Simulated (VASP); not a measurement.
CoO:

```
Co O
1.0
     1.60222    0.92504    2.56647
    -1.60222    0.92504    2.56647
     0.00000   -1.85008    2.56647
Co O
1 1
Direct
  0.99898 0.99898 0.99898
  0.75102 0.75102 0.75102
```

Base run:

```yaml
Program: VASP 6.6.1
Functional: PBE
Potentials_or_basis: VASP PAW PBE potentials, release 64 (Co, O)
Cutoff: 520 eV
k_mesh: 9 × 9 × 9
Occupations: fermi-dirac, width 0.05 eV
Spin: collinear spin, ferromagnetic start
Starting_moments: "[2.0, 0.0] μB"
Fixed_moment: 2 μB
```

Its results: pressure -6.9 GPa; site moments Co +1.80; O +0.15 μB; largest force 0.231 eV/Å.

Q: The run is repeated on the same cell with these changes: fixed moment from 2 μB to 4 μB; moments at the start from [2.0, 0.0] to [4.0, 0.0]. What comes out?

A: Pressure 14.7 GPa; site moments Co +2.99; O +0.61 μB; largest force 0.344 eV/Å.

Caveats: the total moment is fixed, so each spin has its own Fermi level; a cell with one magnetic atom can't hold antiferromagnetic order, which such compounds often take.
